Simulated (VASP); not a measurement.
Write the native input for VASP 6.6.1 that does the following.

```
Task                   : relaxation of cell and atoms
Functional             : PBE
Potentials or basis    : VASP PAW PBE potentials, release 64 (Ag, Rh_pv)
Cutoff                 : 600 eV
k mesh                 : 6 × 6 × 6
Occupations            : gaussian, width 0.1 eV
Spin                   : no spin polarisation
Dipole correction      : no
Further INCAR settings : ALGO = Normal; EDIFF = 1e-06; IBRION = 2; EDIFFG = -0.04; NSW = 90; ISIF = 3
```

The structure of AgRh2 lies in POSCAR:

```
AgRh2
1.0
    4.4885204112      0.0000000000      0.0000000000
   -2.2442602056      3.8871727015      0.0000000000
    0.0000000000      0.0000000000      2.6537439183
Ag Rh
1 2
Direct
    0.0000000000      0.0000000000      0.0000000000
    0.3333333333      0.6666666667      0.5000000000
    0.6666666667      0.3333333333      0.5000000000
```

These files were run (other wordings do the same):

INCAR

```
PREC = Accurate ; ENCUT = 600
EDIFF = 1E-6 ; ISMEAR = 0
SIGMA = 0.1 ; LREAL = F
LASPH = T ; NELM = 100
ALGO = Normal ; ISIF = 3
LWAVE = F ; LCHARG = F
GGA = PE ; IBRION = 2
NSW = 90 ; EDIFFG = -0.04
```

KPOINTS

```
regular mesh
0
Gamma
  6 6 6
```

Potentials or basis: VASP PAW PBE potentials, release 64 (Ag, Rh_pv).

Command:

```bash
$ cat potpaw_PBE.64/Ag/POTCAR potpaw_PBE.64/Rh_pv/POTCAR > POTCAR
$ mpirun -np 1 vasp_std > vasp.out
```

Results of the run:

- Relaxed volume: 15.56 Å³/atom
- Relaxed cell: a = 4.430 Å, b = 4.430 Å, c = 2.746 Å, α = 90.00°, β = 90.00°, γ = 120.00°
- Space group after relaxing (to 0.1 Å): P6/mmm (No. 191)
- Energy gained by relaxing: 14.8 meV/atom
- Ionic steps: 5
- Pressure after relaxing: 0.0 GPa
- Band gap on the k mesh: zero (an odd number of electrons rules out a gap without spin polarisation)

Caveat: the k points lie up to 0.38 Å⁻¹ apart in the final cell, too coarse for converged energies and pressures of a metal.

Run time: 73 s on 1 thread of Intel(R) Xeon(R) 6975P-C (Granite Rapids), on a shared host, peak memory 0.2 GiB.
